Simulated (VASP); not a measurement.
Input of a VASP 6.6.1 run:

File POSCAR:

```
AgI
1.0
    0.0000000000      3.3211371646      3.3211371646
    3.3211371646      0.0000000000      3.3211371646
    3.3211371646      3.3211371646      0.0000000000
Ag I
1 1
Direct
    0.0000000000      0.0000000000      0.0000000000
    0.2500000000      0.2500000000      0.2500000000
```

Contents of INCAR.step1:

```
  PREC = Accurate
  ENCUT = 550
  ISMEAR = 0
  SIGMA = 0.01
  LREAL = False
  LASPH = True
  NELM = 120
  NBANDS = 16
  GGA = PE
  ALGO = Normal
  EDIFF = 1E-5
  LWAVE = True
  LCHARG = False
  GGA_COMPAT = False
```

The input INCAR.step2:

```
  PREC = Accurate
  ENCUT = 550
  EDIFF = 1E-6
  ISMEAR = 0
  SIGMA = 0.01
  LREAL = False
  LASPH = True
  NELM = 120
  ALGO = Normal
  ISIF = 2
  LWAVE = False
  LCHARG = False
  METAGGA = R2SCAN
  LMIXTAU = True
  NBANDS = 16
  ISTART = 1
  GGA_COMPAT = False
```

Contents of KPOINTS:

```
regular mesh
0
Gamma
  6 6 6
```

Potentials or basis: VASP PAW PBE potentials, release 64 (Ag, I).

Launch:

```sh
$ cat potpaw_PBE.64/Ag/POTCAR potpaw_PBE.64/I/POTCAR > POTCAR
$ cp INCAR.step1 INCAR
$ mpirun -np 1 vasp_std > vasp.out
$ cp INCAR.step2 INCAR
$ mpirun -np 1 vasp_std > vasp.out
```

Task: Estimate the band gap on the k mesh.

Result: 1.79 eV, direct.

Task: What does it give for the pressure?

Result: -0.9 GPa.

Caveat: the PAW data sets were made with another functional, which shifts forces and pressure a little; spin-orbit coupling is left out, which moves the levels of the heavy elements.
